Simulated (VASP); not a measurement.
# InAs (Fm-3m) in VASP: notebook

The runs below take InAs through single point, with PBEsol.

Everything below comes from runs of VASP 6.6.1. Logs are shortened: lines on timing, memory, paths and dates and some standing lists are left out, and cuts for length are marked.

## Step 1: The cell of the first run

The structure is cubic, space group Fm-3m (No. 225). The conventional cell has a = 5.245 Å, b = 5.245 Å, c = 5.245 Å, α = 90.00°, β = 90.00°, γ = 90.00°. Within 3.5 Å of In (site symmetry m-3m) lie 6 As at 2.62 Å. Within 3.5 Å of As (site symmetry m-3m) lie 6 In at 2.62 Å.

## Step 2: Single point, PBEsol (18.04 Å³/atom)

Input file INCAR:

```
SYSTEM = InAs
  PREC = Accurate
  ENCUT = 520
  EDIFF = 1E-6
  ISMEAR = 0
  SIGMA = 0.05
  LREAL = .FALSE.
  LASPH = .TRUE.
  NELM = 100
  ALGO = Normal
  ISIF = 2
  LWAVE = .FALSE.
  LCHARG = .FALSE.
  GGA = PS
  NBANDS = 16
```

Input file KPOINTS:

```
regular mesh
0
G
  14 14 14
  0 0 0
```

Input file POSCAR:

```
InAs
1.0
    0.0000000000      2.6227117190      2.6227117190
    2.6227117190      0.0000000000      2.6227117190
    2.6227117190      2.6227117190      0.0000000000
In As
1 1
Direct
    0.5000000000      0.5000000000      0.5000000000
    0.0000000000      0.0000000000      0.0000000000
```

Potentials or basis: VASP PAW PBE potentials, release 64 (In_d, As).

Command:

```sh
$ cat potpaw_PBE.64/In_d/POTCAR potpaw_PBE.64/As/POTCAR > POTCAR
$ mpirun -np 1 vasp_std > vasp.out
```

OUTCAR:

```text
SYSTEM = InAs
   PREC = Accurate
   ENCUT = 520
   EDIFF = 1E-6
   ISMEAR = 0
   LREAL = .FALSE.
   LASPH = .TRUE.
   NELM = 100
   ISIF = 2
   GGA = PS

 ion  position               nearest neighbor table
   1  0.500  0.500  0.500-   2 2.62   2 2.62   2 2.62   2 2.62   2 2.62   2 2.62
   2  0.000  0.000  0.000-   1 2.62   1 2.62   1 2.62   1 2.62   1 2.62   1 2.62

  LATTYP: Found a face centered cubic cell.
 ALAT       =     5.2454234380

  Lattice vectors:

 A1 = (   0.0000000000,   2.6227117190,   2.6227117190)
 A2 = (   2.6227117190,   0.0000000000,   2.6227117190)
 A3 = (   2.6227117190,   2.6227117190,   0.0000000000)

Analysis of symmetry for initial positions (statically):
=====================================================================
 Subroutine PRICEL returns:
 Original cell was already a primitive cell.

 Routine SETGRP: Setting up the symmetry group for a
 face centered cubic supercell.

 Subroutine GETGRP returns: Found 48 space group operations
 (whereof 48 operations were pure point group operations)
 out of a pool of 48 trial point group operations.

The static configuration has the point symmetry O_h .

Analysis of symmetry for dynamics (positions and initial velocities):
=====================================================================
 Subroutine PRICEL returns:
 Original cell was already a primitive cell.

 Routine SETGRP: Setting up the symmetry group for a
 face centered cubic supercell.

 Subroutine GETGRP returns: Found 48 space group operations
 (whereof 48 operations were pure point group operations)
 out of a pool of 48 trial point group operations.

The dynamic configuration has the point symmetry O_h .

 Subroutine INISYM returns: Found 48 space group operations
 (whereof 48 operations are pure point group operations),
 and found     1 'primitive' translations

----------------------------------------------------------------------------------------

                                     Primitive cell

  volume of cell :      36.0813

  direct lattice vectors                    reciprocal lattice vectors
     0.000000000  2.622711719  2.622711719    -0.190642378  0.190642378  0.190642378
     2.622711719  0.000000000  2.622711719     0.190642378 -0.190642378  0.190642378
     2.622711719  2.622711719  0.000000000     0.190642378  0.190642378 -0.190642378

  length of vectors
     3.709074483  3.709074483  3.709074483     0.330202285  0.330202285  0.330202285

  position of ions in fractional coordinates (direct lattice)
     0.500000000  0.500000000  0.500000000
     0.000000000  0.000000000  0.000000000

  ion indices of the primitive-cell ions
   primitive index   ion index
                 1           1
                 2           2

----------------------------------------------------------------------------------------

 KPOINTS: regular mesh

Automatic generation of k-mesh.
 Grid dimensions read from file:
 generate k-points for:   14   14   14

 Generating k-lattice:

  Cartesian coordinates                     Fractional coordinates (reciprocal lattice)
    -0.013617313  0.013617313  0.013617313     0.071428571  0.000000000  0.000000000
     0.013617313 -0.013617313  0.013617313     0.000000000  0.071428571  0.000000000
     0.013617313  0.013617313 -0.013617313     0.000000000  0.000000000  0.071428571

  Length of vectors
     0.023585878  0.023585878  0.023585878

  Shift w.r.t. Gamma in fractional coordinates (k-lattice)
     0.000000000  0.000000000  0.000000000

 Subroutine IBZKPT returns following result:
 ===========================================

 Found    104 irreducible k-points:

 Following reciprocal coordinates:
            Coordinates               Weight
  0.000000  0.000000  0.000000      1.000000
  0.071429  0.000000  0.000000      8.000000
  0.142857  0.000000  0.000000      8.000000
  0.214286  0.000000  0.000000      8.000000
  0.285714  0.000000  0.000000      8.000000
  0.357143  0.000000  0.000000      8.000000
[... 16 lines left out ...]
  0.214286  0.142857  0.000000     24.000000
  0.285714  0.142857  0.000000     24.000000
 [... further k-points ...]
   k-points           NKPTS =    104   k-points in BZ     NKDIM =    104   number of bands    NBANDS=     16
   number of dos      NEDOS =    301   number of ions     NIONS =      2
   total plane-waves  NPLWV =  21952
   dimension x,y,z NGX =    28 NGY =   28 NGZ =   28
   dimension x,y,z NGXF=    56 NGYF=   56 NGZF=   56
   ions per type =               1   1
   NGX,Y,Z   is equivalent  to a cutoff of  12.55, 12.55, 12.55 a.u.
   NGXF,Y,Z  is equivalent  to a cutoff of  25.10, 25.10, 25.10 a.u.
 SYSTEM =  InAs
   PREC   = accura    normal or accurate (medium, high low for compatibility)
   ISTART =      0    job   : 0-new  1-cont  2-samecut
   ICHARG =      2    charge: 1-file 2-atom 10-const
   ISPIN  =      1    spin polarized calculation?
   LNONCOLLINEAR =      F non collinear calculations
   LSORBIT =      F    spin-orbit coupling
   LASPH  =      T    aspherical Exc in radial PAW
   ENCUT  =  520.0 eV  38.22 Ry    6.18 a.u.   6.90  6.90  6.90*2*pi/ulx,y,z
   NELM   =    100;   NELMIN=  2; NELMDL= -5     # of ELM steps
   EDIFF  = 0.1E-05   stopping-criterion for ELM
   LREAL  =      F    real-space projection
[... 7 lines left out ...]
   TEBEG  =    0.0;   TEEND  =   0.0 temperature during run
   PSTRESS=    0.0 pullay stress
   NELECT =      18.0000    total number of electrons
   NUPDOWN=      -1.0000    fix difference up-down
   EMIN   =  10.00;   EMAX   =-10.00  energy-range for DOS
   EFERMI =   0.00;   METHOD = LEGACY
   ISMEAR =     0;   SIGMA  =   0.05  broadening in eV -4-tet -1-fermi 0-gaus
   EFERMI_NEDOS =   21; number of points for ismear=-14 and -15
   IALGO  =     38    algorithm
   IMIX   =      4    mixing-type and parameters
     AMIX     =   0.40;   BMIX     =  1.00
     AMIX_MAG =   1.60;   BMIX_MAG =  1.00
  volume/ion in A,a.u.               =      18.04       121.74
  Fermi-wavevector in a.u.,A,eV,Ry     =   1.298390  2.453601 22.936922  1.685816
  Thomas-Fermi vector in A             =   2.429721
   LORBIT       =      0    0 simple, 1 ext, 2 COOP (PROOUT), +10 PAW based schemes
   GGA     = PS    functional components
   LHFCALC =     F    Hartree Fock is set to
   AEXX    =    0.0000 exact exchange contribution
   IVDW    =     0    specifies the selected vdW correction
   LEPSILON=     F    determine dielectric tensor
   LRPA    =     F    only Hartree local field effects (RPA)
 non-spin polarized calculation
 Gauss-broadening in eV      SIGMA  =   0.05
  energy-cutoff  :      520.00
  volume of cell :       36.08
 maximum number of plane-waves:       984
   NGX = 13   NGY = 13   NGZ = 13

 number of electron      17.9999999 magnetization

 Free energy of the ion-electron system (eV)
  ---------------------------------------------------
  ext. energy  EPLUGINS =         0.00000000
  ---------------------------------------------------
  free energy    TOTEN  =        -7.57430763 eV

  energy without entropy =       -7.57293376  energy(sigma->0) =       -7.57362069

 E-fermi :   9.2854     XC(G=0): -11.5645

 val. band max:        9.2759405472   @ k =   0.2857   0.2857   0.0000
 cond. band min:       9.3090269302   @ k =   0.3571   0.1429   0.0714
 fundamental gap:      0.0330863830
 Fermi energy:         9.2853934054

 k-point     1 :       0.0000    0.0000    0.0000
  band No.  band energies     occupation
      1      -5.4498      2.00000
      2      -5.4498      2.00000
      3      -5.4165      2.00000
      4      -5.4165      2.00000
      5      -5.4165      2.00000
      6      -5.0583      2.00000
[... 8 lines left out ...]
     15      18.2675      0.00000
     16      18.2675      0.00000

 k-point     2 :       0.0714    0.0000    0.0000
  band No.  band energies     occupation
      1      -5.4557      2.00000
      2      -5.4557      2.00000
      3      -5.4181      2.00000
      4      -5.4111      2.00000
      5      -5.4111      2.00000
      6      -4.9805      2.00000
[... 8 lines left out ...]
     15      17.7791      0.00000
     16      17.9374      0.00000

 k-point     3 :       0.1429    0.0000    0.0000
  band No.  band energies     occupation
      1      -5.4749      2.00000
      2      -5.4749      2.00000
      3      -5.4249      2.00000
      4      -5.3929      2.00000
      5      -5.3929      2.00000
      6      -4.7469      2.00000
[... 8 lines left out ...]
     15      17.6836      0.00000
     16      17.6836      0.00000

 k-point     4 :       0.2143    0.0000    0.0000
  band No.  band energies     occupation
      1      -5.5042      2.00000
      2      -5.5042      2.00000
      3      -5.4368      2.00000
      4      -5.3648      2.00000
      5      -5.3648      2.00000
      6      -4.3635      2.00000
[... 8 lines left out ...]
     15      18.2662      0.00000
     16      18.2662      0.00000

 k-point     5 :       0.2857    0.0000    0.0000
  band No.  band energies     occupation
      1      -5.5370      2.00000
      2      -5.5370      2.00000
      3      -5.4509      2.00000
      4      -5.3327      2.00000
      5      -5.3327      2.00000
      6      -3.8494      2.00000
[... 8 lines left out ...]
     15      19.1430      0.00000
     16      19.1430      0.00000

 k-point     6 :       0.3571    0.0000    0.0000
  band No.  band energies     occupation
      1      -5.5666      2.00000
      2      -5.5666      2.00000
      3      -5.4638      2.00000
      4      -5.3034      2.00000
      5      -5.3034      2.00000
      6      -3.2484      2.00000
[... 8 lines left out ...]
     15      20.2209      0.00000
     16      20.2209      0.00000

 k-point     7 :       0.4286    0.0000    0.0000
  band No.  band energies     occupation
      1      -5.5869      2.00000
      2      -5.5869      2.00000
      3      -5.4727      2.00000
      4      -5.2830      2.00000
      5      -5.2830      2.00000
      6      -2.6746      2.00000
[... 8 lines left out ...]
     15      21.3844      0.00000
     16      21.3844      0.00000

 k-point     8 :       0.5000    0.0000    0.0000
  band No.  band energies     occupation
      1      -5.5942      2.00000
      2      -5.5942      2.00000
      3      -5.4759      2.00000
      4      -5.2757      2.00000
      5      -5.2757      2.00000
      6      -2.4040      2.00000
[... 8 lines left out ...]
     15      22.0945      0.00000
     16      22.0945      0.00000

 k-point     9 :       0.0714    0.0714    0.0000
  band No.  band energies     occupation
      1      -5.4734      2.00000
      2      -5.4459      2.00000
      3      -5.4218      2.00000
      4      -5.4083      2.00000
      5      -5.4083      2.00000
      6      -4.9490      2.00000
[... 8 lines left out ...]
     15      18.7271      0.00000
     16      18.7364      0.00000
[... 172 lines left out ...]
 k-point    19 :      -0.2143    0.0714    0.0000
  band No.  band energies     occupation
      1      -5.5286      2.00000
      2      -5.5201      2.00000
      3      -5.4369      2.00000
      4      -5.3626      2.00000
      5      -5.3517      2.00000
      6      -4.1156      2.00000
[... 8 lines left out ...]
     15      18.0827      0.00000
     16      19.7880      0.00000

 k-point    20 :      -0.1429    0.0714    0.0000
  band No.  band energies     occupation
      1      -5.4985      2.00000
      2      -5.4859      2.00000
      3      -5.4268      2.00000
      4      -5.3891      2.00000
      5      -5.3794      2.00000
      6      -4.5520      2.00000
[... 8 lines left out ...]
     15      18.3571      0.00000
     16      18.8844      0.00000

 k-point    21 :      -0.0714    0.0714    0.0000
  band No.  band energies     occupation
      1      -5.4731      2.00000
      2      -5.4619      2.00000
      3      -5.4210      2.00000
      4      -5.4057      2.00000
      5      -5.3994      2.00000
      6      -4.8454      2.00000
[... 8 lines left out ...]
     15      18.1900      0.00000
     16      18.4055      0.00000

 k-point    22 :       0.1429    0.1429    0.0000
  band No.  band energies     occupation
      1      -5.5657      2.00000
      2      -5.4364      2.00000
      3      -5.4347      2.00000
      4      -5.3845      2.00000
      5      -5.3845      2.00000
      6      -4.5932      2.00000
[... 8 lines left out ...]
     15      19.8729      0.00000
     16      19.8729      0.00000

 k-point    23 :       0.2143    0.1429    0.0000
  band No.  band energies     occupation
      1      -5.6249      2.00000
      2      -5.4437      2.00000
      3      -5.4403      2.00000
      4      -5.3702      2.00000
      5      -5.3595      2.00000
      6      -4.2787      2.00000
[... 8 lines left out ...]
     15      19.9459      0.00000
     16      20.0336      0.00000

 k-point    24 :       0.2857    0.1429    0.0000
  band No.  band energies     occupation
      1      -5.6715      2.00000
      2      -5.4630      2.00000
      3      -5.4470      2.00000
      4      -5.3580      2.00000
      5      -5.3259      2.00000
      6      -3.8281      2.00000
[... 8 lines left out ...]
     15      20.0633      0.00000
     16      20.4775      0.00000

 [... further k-points ...]

------------------------ aborting loop because EDIFF is reached ----------------------------------------

  FORCE on cell =-STRESS in cart. coord.  units (eV):
  Direction    XX          YY          ZZ          XY          YZ          ZX
  --------------------------------------------------------------------------------------
  -------------------------------------------------------------------------------------
  Total        6.2794004      6.2794004      6.2794004      0.0000000      0.0000000     -0.0000000
  in kB      278.8348739    278.8348739    278.8348739      0.0000000      0.0000000     -0.0000000
  external PRESSURE =     278.8348739 kB  Pullay stress =       0.0000000 kB

 VOLUME and BASIS-vectors are now :
 -----------------------------------------------------------------------------
  energy-cutoff  :      520.00
  volume of cell :       36.08
      direct lattice vectors                 reciprocal lattice vectors
     0.000000000  2.622711719  2.622711719    -0.190642378  0.190642378  0.190642378
     2.622711719  0.000000000  2.622711719     0.190642378 -0.190642378  0.190642378
     2.622711719  2.622711719  0.000000000     0.190642378  0.190642378 -0.190642378

 POSITION                                       TOTAL-FORCE (eV/Angst)
 -----------------------------------------------------------------------------------
      2.62271      2.62271      2.62271         0.000000     -0.000000     -0.000000
      0.00000      0.00000      0.00000        -0.000000      0.000000      0.000000
 -----------------------------------------------------------------------------------
    total drift:                                0.000000      0.000000      0.000000

  FREE ENERGIE OF THE ION-ELECTRON SYSTEM (eV)
  ---------------------------------------------------
  free  energy   TOTEN  =        -7.5743076326 eV

  energy  without entropy=       -7.5729337554  energy(sigma->0) =       -7.57362069
```

Run time: 56 s. Hardware: 1 thread of Intel Xeon 8259CL, shared host; peak memory 0.2 GiB.

What came out:

* Free energy: -7.5743 eV
* Pressure: 27.9 GPa
* Band gap on the k mesh: zero (bands 9 and 10 overlap by 3.23 eV)

Levels at points of the mesh, in eV from the Fermi level:
```tsv
k point	band 6	band 7	band 8	band 9	band 10	band 11	band 12	band 13
(0.00, 0.00, 0.00)	-14.34	-0.36	-0.36	-0.36	1.64	7.46	7.46	7.46
(0.50, 0.00, 0.00)	-11.69	-8.16	0.36	0.36	2.30	3.30	3.30	6.32
(0.50, 0.50, 0.00)	-9.77	-6.61	-3.23	-3.23	-2.65	3.35	11.61	11.61
```

Caveat: the cell stands under pressure; the PAW data sets were made with another functional, which shifts forces and pressure a little; spin-orbit coupling is left out, which moves the levels of the heavy elements.

## Step 3: Single point, PBEsol (18.94 Å³/atom)

This run uses another cell than the first one, of 18.94 Å³/atom.

Input file INCAR:

```
PREC = Accurate ; ENCUT = 520
EDIFF = 1E-6 ; ISMEAR = 0
SIGMA = 0.05 ; LREAL = F
LASPH = T ; NELM = 100
ALGO = Normal ; ISIF = 2
LWAVE = F ; LCHARG = F
GGA = PS ; NBANDS = 16
```

Input file KPOINTS:

```
Automatic mesh
0
Gamma
  14 14 14
```

Input file POSCAR:

```
InAs
1.0
    0.0000000000      2.6657146362      2.6657146362
    2.6657146362      0.0000000000      2.6657146362
    2.6657146362      2.6657146362      0.0000000000
In As
1 1
Direct
    0.5000000000      0.5000000000      0.5000000000
    0.0000000000      0.0000000000      0.0000000000
```

Potentials or basis: VASP PAW PBE potentials, release 64 (In_d, As).

Command:

```sh
$ cat potpaw_PBE.64/In_d/POTCAR potpaw_PBE.64/As/POTCAR > POTCAR
$ mpirun -np 1 vasp_std > vasp.out
```

Wall time 53 s (1 thread of Intel Xeon 8259CL, shared host); peak memory 0.2 GiB.

It converged, with:

```yaml
Free_energy: -7.8395 eV
Pressure: 19.5 GPa
Band_gap_on_the_k_mesh: zero (bands 9 and 10 overlap by 3.26 eV)
```

Levels at points of the mesh, in eV from the Fermi level:
```csv
k point,band 6,band 7,band 8,band 9,band 10,band 11,band 12,band 13
"(0.00, 0.00, 0.00)",-13.88,-0.31,-0.31,-0.31,1.17,7.41,7.41,7.41
"(0.50, 0.00, 0.00)",-11.41,-7.83,0.33,0.33,2.28,3.31,3.31,5.98
"(0.50, 0.50, 0.00)",-9.72,-6.23,-3.02,-3.02,-2.71,3.45,11.17,11.17
```

Caveat: the cell stands under pressure; the PAW data sets were made with another functional, which shifts forces and pressure a little; spin-orbit coupling is left out, which moves the levels of the heavy elements.

(Continued in part 2 of 2.)
